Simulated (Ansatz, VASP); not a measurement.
## Cd2O3 in VASP and in Ansatz

Contents of POSCAR:

```
Cd2O3
1.0
    3.7098359212      0.0000000000      0.0000000000
   -1.8549179606      3.2128121517      0.0000000000
    0.0000000000      0.0000000000      5.7719020805
Cd O
2 3
Direct
    0.3333333333      0.6666666667      0.2450000000
    0.6666666667      0.3333333333      0.7550000000
    0.0000000000      0.0000000000      0.0000000000
    0.3333333333      0.6666666667      0.6450000000
    0.6666666667      0.3333333333      0.3550000000
```

File INCAR.step1:

```
PREC = Accurate
ENCUT = 660
ISMEAR = 0
SIGMA = 0.1
LREAL = F
LASPH = T
NELM = 120
GGA = PE
ALGO = Normal
EDIFF = 1E-5
LWAVE = T
LCHARG = F
GGA_COMPAT = F
IBRION = 2
ISIF = 3
EDIFFG = -0.005
NELMIN = 4
NSW = 100
```

The input INCAR.step2:

```
PREC = Accurate
ENCUT = 660
EDIFF = 1E-7
ISMEAR = 0
SIGMA = 0.1
LREAL = F
LASPH = T
NELM = 120
ALGO = Normal
ISIF = 3
LWAVE = F
LCHARG = F
METAGGA = R2SCAN
LMIXTAU = T
IBRION = 2
NSW = 90
EDIFFG = -0.04
ISTART = 1
GGA_COMPAT = F
NELMIN = 4
```

KPOINTS

```
regular mesh
0
Gamma
  6 6 4
```

Input for Ansatz:

```yaml
crystal:
  lattice:
    - [3.7098359212, 0.0, 0.0]
    - [-1.8549179606, 3.2128121517, 0.0]
    - [0.0, 0.0, 5.7719020805]
  atoms:
    - { symbol: Cd, position: [0.3333333333, 0.6666666667, 0.245] }
    - { symbol: Cd, position: [0.6666666667, 0.3333333333, 0.755] }
    - { symbol: O, position: [0.0, 0.0, 0.0] }
    - { symbol: O, position: [0.3333333333, 0.6666666667, 0.645] }
    - { symbol: O, position: [0.6666666667, 0.3333333333, 0.355] }
basis:
  ecutwfc: 500
kpoints:
  mp_grid: { grid: [6, 6, 4] }
hamiltonian:
  xc: r2scan
scf:
  occupations: { method: gaussian, width: 0.1 }
  lower_state_search: "off"
output:
  forces: true
  stress: true
  eigenvalues: true
relax:
  adjacent_minimum: "off"
  f_tol: 0.04
  max_steps: 70
  cell: { stress_tol: 0.4 }
```

Alike in both runs: task relaxation of cell and atoms; functional r2SCAN; k mesh 6 × 6 × 4; occupations gaussian, width 0.1 eV; no spin polarisation.

|  | VASP | Ansatz |
| --- | --- | --- |
| version | VASP 6.6.1 | Ansatz 0.2.0 |
| potentials or method | VASP PAW PBE potentials, release 64 (Cd_sv_GW, O), cutoff 660 eV | scalar-relativistic, plane waves, PAW |
| valence electrons in the cell | 58 | 58 |

|  | VASP | Ansatz | Ansatz less VASP |
| --- | --- | --- | --- |
| gap on the k mesh at the Fermi level, each at its own relaxed structure (eV) | none | none | - |
| relaxed volume (Å³/atom) | 12.68 | 12.73 | +0.057 |
| relaxed length of the cell vector where the two differ most in proportion (Å) | 5.905 | 5.955 | +0.0498 |

VASP's potentials were made for PBE, not for r2SCAN. A gap of «none» marks a metal or a gap that the smearing closes.
